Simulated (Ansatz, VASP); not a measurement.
# One calculation of SiC3, two programs

```xyz
4
Lattice="3.5757 0.0000 0.0000 0.0000 3.5757 0.0000 0.0000 0.0000 3.4043" Properties=species:S:1:pos:R:3 pbc="T T T"
Si    0.0000    0.0000    1.7022
C     0.0000    0.0000    0.0000
C     1.7878    1.7878    2.3788
C     1.7878    1.7878    1.0255
```

Alike in both runs: functional PBE; k mesh 6 × 6 × 6; occupations gaussian, width 0.1 eV; no spin polarisation.

Ansatz relaxed the structure, and its values are those at the end. VASP's run is a single point on that final structure, the one shown.

```csv
,VASP,Ansatz
version,VASP 6.6.1,Ansatz 0.2.0
potentials or method,"VASP PAW PBE potentials, release 64 (Si, C), cutoff 520 eV","scalar-relativistic, plane waves, PAW"
valence electrons in the cell,16,16
```

```csv
,VASP,Ansatz,Ansatz less VASP
gap on the k mesh at the Fermi level (eV),none,none,-
pressure (GPa),0.2,0.1,-0.07
rms of the force components (eV/Å),0.035,0.000,-0.0344
```

A gap of «none» marks a metal or a gap that the smearing closes. The functional is the same, so the differences come from potentials, cutoffs and numerics.
